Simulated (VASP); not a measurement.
A run of VASP 6.6.1:

The input INCAR:

```
SYSTEM = Cu
ALGO = Normal
DIPOL = 0.5 0.5 0.500
EDIFF = 1E-6
EFIELD = -0.3
ENCUT = 520
GGA = PE
IDIPOL = 3
ISIF = 2
ISMEAR = -1
LASPH = .TRUE.
LCHARG = .TRUE.
LDIPOL = .TRUE.
LELF = .TRUE.
LREAL = .FALSE.
LVACPOTAV = .TRUE.
LVHAR = .TRUE.
LWAVE = .FALSE.
NBANDS = 12
NELM = 60
PREC = Accurate
SIGMA = 0.1
```

KPOINTS

```
Automatic mesh
0
Gamma
  14 14 1
  0.5 0.5 0
```

The input POSCAR:

```
Cu
1.0
    2.5665139637      0.0000000000      0.0000000000
    0.0000000000      2.5665139637      0.0000000000
    0.0000000000      0.0000000000     16.0000000000
Cu
1
Direct
    0.0000000000      0.0000000000      0.5000000000
```

Potentials or basis: VASP PAW PBE potentials, release 64 (Cu).

Launch:

```console
$ cat potpaw_PBE.64/Cu/POTCAR > POTCAR
$ mpirun -np 1 vasp_std > vasp.out
```

Hardware: 1 thread of AMD EPYC 9R45 96-Core Processor (Zen 5), on a shared host.

Problem. How long does it take, and how much memory?

Solution. Wall time 23 s on 1 thread of AMD EPYC 9R45 96-Core Processor (Zen 5) (shared host), peak memory 0.18 GiB. Counts: scf iterations 20, k points 28.
